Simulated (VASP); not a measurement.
Sr2B3, 5 atoms in the cell. It takes space group P-6m2 (No. 187, hexagonal). The conventional cell has a = 4.204 Å, b = 4.204 Å, c = 5.162 Å, α = 90.00°, β = 90.00°, γ = 120.00°. Within 3.4 Å of Sr (site symmetry -6m2) lie 8 B at 2.58 to 2.74 Å. Sr (site symmetry -6m2) has 9 B at 2.43 to 2.76 Å within 3.2 Å. B (site symmetry 3m) has 5 B at 2.53 to 2.76 Å and 6 Sr at 2.74 to 2.76 Å within 3.3 Å. Within 3.2 Å of B (site symmetry -6m2) lie 5 Sr at 2.43 to 2.58 Å and 6 B at 2.76 Å. 

```yaml
Program: VASP 6.6.1
Task: single point
Functional: PBE
Potentials_or_basis: VASP PAW PBE potentials, release 64 (Sr_sv, B)
Cutoff: 520 eV
k_mesh: 6 × 6 × 4
Occupations: gaussian, width 0.1 eV
Spin: no spin polarisation
Dipole_correction: no
Further_INCAR_settings: ALGO = Normal; EDIFF = 1e-06; NBANDS = 22
```

Potentials or basis: VASP PAW PBE potentials, release 64 (Sr_sv, B).

Command:

```console
$ cat potpaw_PBE.64/Sr_sv/POTCAR potpaw_PBE.64/B/POTCAR > POTCAR
$ mpirun -np 1 vasp_std > vasp.out
```

Hardware: 1 thread of AMD EPYC 7R43 64-Core Processor (Zen 3) (shared host).

Problem. Estimate the wall time of this run.

Solution. It took 32 s on 1 thread of AMD EPYC 7R43 64-Core Processor (Zen 3) (shared host), peak memory 0.17 GiB. Counts: scf iterations 14, k points 21.
